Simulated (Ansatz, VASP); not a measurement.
# LiNbO3: VASP beside Ansatz

```
Li Nb O
1.0
     5.18990    2.99639    9.34445
    -5.18990    2.99639    9.34445
     0.00000   -5.99278    9.34445
Li Nb O
16 16 48
Direct
  0.35923 0.35923 0.35923
  0.10923 0.10923 0.10923
  0.35923 0.35923 0.85923
  0.10923 0.10923 0.60923
  0.35923 0.85923 0.35923
  0.10923 0.60923 0.10923
  0.35923 0.85923 0.85923
  0.10923 0.60923 0.60923
  0.85923 0.35923 0.35923
  0.60923 0.10923 0.10923
  0.85923 0.35923 0.85923
  0.60923 0.10923 0.60923
  0.85923 0.85923 0.35923
  0.60923 0.60923 0.10923
  0.85923 0.85923 0.85923
  0.60923 0.60923 0.60923
  0.49926 0.49926 0.49926
  0.24926 0.24926 0.24926
  0.49926 0.49926 0.99926
  0.24926 0.24926 0.74926
  0.49926 0.99926 0.49926
  0.24926 0.74926 0.24926
  0.49926 0.99926 0.99926
  0.24926 0.74926 0.74926
  0.99926 0.49926 0.49926
  0.74926 0.24926 0.24926
  0.99926 0.49926 0.99926
  0.74926 0.24926 0.74926
  0.99926 0.99926 0.49926
  0.74926 0.74926 0.24926
  0.99926 0.99926 0.99926
  0.74926 0.74926 0.74926
  0.13995 0.32076 0.44489
  0.32076 0.44489 0.13995
  0.44489 0.13995 0.32076
  0.19489 0.07076 0.38995
  0.38995 0.19489 0.07076
  0.07076 0.38995 0.19489
  0.13995 0.32076 0.94489
  0.32076 0.44489 0.63995
  0.44489 0.13995 0.82076
  0.19489 0.07076 0.88995
  0.38995 0.19489 0.57076
  0.07076 0.38995 0.69489
  0.13995 0.82076 0.44489
  0.32076 0.94489 0.13995
  0.44489 0.63995 0.32076
  0.19489 0.57076 0.38995
  0.38995 0.69489 0.07076
  0.07076 0.88995 0.19489
  0.13995 0.82076 0.94489
  0.32076 0.94489 0.63995
  0.44489 0.63995 0.82076
  0.19489 0.57076 0.88995
  0.38995 0.69489 0.57076
  0.07076 0.88995 0.69489
  0.63995 0.32076 0.44489
  0.82076 0.44489 0.13995
  0.94489 0.13995 0.32076
  0.69489 0.07076 0.38995
  0.88995 0.19489 0.07076
  0.57076 0.38995 0.19489
  0.63995 0.32076 0.94489
  0.82076 0.44489 0.63995
  0.94489 0.13995 0.82076
  0.69489 0.07076 0.88995
  0.88995 0.19489 0.57076
  0.57076 0.38995 0.69489
  0.63995 0.82076 0.44489
  0.82076 0.94489 0.13995
  0.94489 0.63995 0.32076
  0.69489 0.57076 0.38995
  0.88995 0.69489 0.07076
  0.57076 0.88995 0.19489
  0.63995 0.82076 0.94489
  0.82076 0.94489 0.63995
  0.94489 0.63995 0.82076
  0.69489 0.57076 0.88995
  0.88995 0.69489 0.57076
  0.57076 0.88995 0.69489
```

Alike in both runs: task single point; functional PBE; k mesh 1 × 1 × 1; occupations fermi-dirac, width 0.01 eV; no spin polarisation.

|  | VASP | Ansatz |
| --- | --- | --- |
| version | VASP 6.6.1 | Ansatz 0.2.0 |
| potentials or method | VASP PAW PBE potentials, release 64 (Li_sv, Nb_sv, O), cutoff 520 eV | plane-wave PAW DFT |
| valence electrons in the cell | 544 | 544 |

|  | VASP | Ansatz | Ansatz less VASP |
| --- | --- | --- | --- |
| gap on the k mesh at the Fermi level (eV) | 3.67 | 3.68 | +0.013 |
| rms of the force components (eV/Å) | 0.009 | 0.007 | -0.0020 |

The k mesh is coarse, so the values compare programs but aren't converged. Noted on VASP's run: the cutoff is under 1.25 times that of the potentials, so the pressure is a little rough.
